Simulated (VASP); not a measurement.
Runs of VASP 6.6.1 on Mo. The structure is that of space group P6/mmm (No. 191), or close to it. The cells are those of the table. 

```csv
level,cell,k mesh,cutoff (eV),gap on the mesh (eV),pressure (GPa)
r2SCAN,"a = 2.894, b = 2.894, c = 2.473 Å, angles 90.0, 90.0, 120.0°, 1 atom",18 × 18 × 16,550,none,-13.4
PBE,"a = 2.736, b = 2.736, c = 2.577 Å, angles 90.0, 90.0, 121.1°, 1 atom",16 × 16 × 14,520,none,(a)
PBE,"a = 2.635, b = 2.635, c = 2.615 Å, angles 90.0, 90.0, 120.0°, 1 atom",18 × 18 × 16,520,none,18.5
PBE,"a = 2.654, b = 2.654, c = 2.556 Å, angles 90.0, 90.0, 120.0°, 1 atom",18 × 18 × 16,520,none,19.6
PBE,"a = 2.695, b = 2.695, c = 2.556 Å, angles 90.0, 90.0, 120.0°, 1 atom",15 × 15 × 14,500,none,10.8
PBE,"a = 2.695, b = 2.695, c = 2.594 Å, angles 90.0, 90.0, 120.0°, 1 atom",18 × 18 × 16,520,none,(b)
PBE,"a = 2.647, b = 2.647, c = 2.434 Å, angles 90.0, 90.0, 120.0°, 1 atom",18 × 18 × 16,520,none,35.7
PBE,"a = 2.782, b = 2.806, c = 2.646 Å, angles 89.8, 90.5, 119.7°, 1 atom",16 × 16 × 14,520,none,-11.2
```

Alike in all rows: task single point; potentials or basis VASP PAW PBE potentials, release 64 (Mo_sv); no spin polarisation; smearing gaussian 0.1 eV.

Question: Fill in the values left out.

Answer: (a) 4.5; (b) 7.6.

Caveats: the PAW data sets were made with another functional, which shifts forces and pressure a little (some runs).

A k mesh can miss the band edges, and the runs leave out spin-orbit coupling on Mo.

A gap of «none» marks levels without a gap at the run's occupations.
